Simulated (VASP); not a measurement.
A run of VASP 6.6.1 is set up as follows.

File INCAR:

```
PREC = Accurate ; ENCUT = 520
EDIFF = 1E-7 ; ISMEAR = 0
SIGMA = 0.1 ; LREAL = False
LASPH = True ; NELM = 100
ALGO = Normal ; ISIF = 2
LWAVE = False ; LCHARG = False
LDIPOL = True ; IDIPOL = 3
DIPOL = 0.5 0.5 0.294 ; GGA = PE
NBANDS = 23
```

File KPOINTS:

```
regular mesh
0
Gamma
  6 6 1
```

File POSCAR:

```
S
1.0
    6.4887951933     -3.7463076516      0.0000000000
    0.0000000000      7.4926153031      0.0000000000
    0.0000000000      0.0000000000     23.8000000000
S
5
Direct
    0.0000000000      0.6666666667      0.2941176471
    0.6666666667      0.0000000000      0.2941176471
   -0.1667084373      0.3333333333      0.2941176471
    0.8333751040      0.8333751040      0.2941176471
    0.3333333333     -0.1667084373      0.2941176471
```

Potentials or basis: VASP PAW PBE potentials, release 64 (S).

Command:

```console
$ cat potpaw_PBE.64/S/POTCAR > POTCAR
$ mpirun -np 1 vasp_std > vasp.out
```

Question: What does it give for the band gap on the k mesh?

Answer: Zero (bands 15 and 16 overlap by 0.83 eV).
